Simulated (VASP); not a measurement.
Write the native input for VASP 6.6.1 that does the following.

| Item | Value |
| --- | --- |
| Task | single point |
| Functional | PBE |
| Potentials or basis | VASP PAW PBE potentials, release 64 (Ga_d, Sb) |
| Cutoff | 520 eV |
| k mesh | 6 × 6 × 6 |
| Occupations | gaussian, width 0.1 eV |
| Spin | no spin polarisation |
| Dipole correction | no |
| Further INCAR settings | ALGO = Normal; EDIFF = 1e-06; NBANDS = 32 |

The structure of GaSb2 lies in POSCAR:

```
GaSb2
1.0
    5.9712652969      0.0000000000      0.0000000000
    0.0000000000      5.9712652969      0.0000000000
    0.0000000000      0.0000000000      5.9712652969
Ga Sb
2 4
Direct
    0.0000000000      0.0000000000      0.0000000000
    0.5000000000      0.5000000000      0.5000000000
    0.2500000000      0.2500000000      0.2500000000
    0.2500000000      0.7500000000      0.7500000000
    0.7500000000      0.7500000000      0.2500000000
    0.7500000000      0.2500000000      0.7500000000
```

One way to write it, as run:

INCAR

```
SYSTEM = GaSb2
ALGO = Normal ; EDIFF = 1E-6
ENCUT = 520 ; GGA = PE
ISIF = 2 ; ISMEAR = 0
LASPH = .TRUE. ; LCHARG = .FALSE.
LREAL = .FALSE. ; LWAVE = .FALSE.
NBANDS = 32 ; NELM = 60
PREC = Accurate ; SIGMA = 0.1
```

KPOINTS

```
k-points
0
G
  6 6 6
  0 0 0
```

Potentials or basis: VASP PAW PBE potentials, release 64 (Ga_d, Sb).

Run with:

```bash
$ cat potpaw_PBE.64/Ga_d/POTCAR potpaw_PBE.64/Sb/POTCAR > POTCAR
$ mpirun -np 1 vasp_std > vasp.out
```

Results of the run:

```
Pressure               : 0.0 GPa
Band gap on the k mesh : zero (bands 23 and 24 overlap by 1.21 eV)
```

Caveat: spin-orbit coupling is left out, which moves the levels of the heavy elements.

Wall time 2.7 min on 1 thread of Intel Xeon 8259CL, with other jobs on the host, peak memory 0.38 GiB.
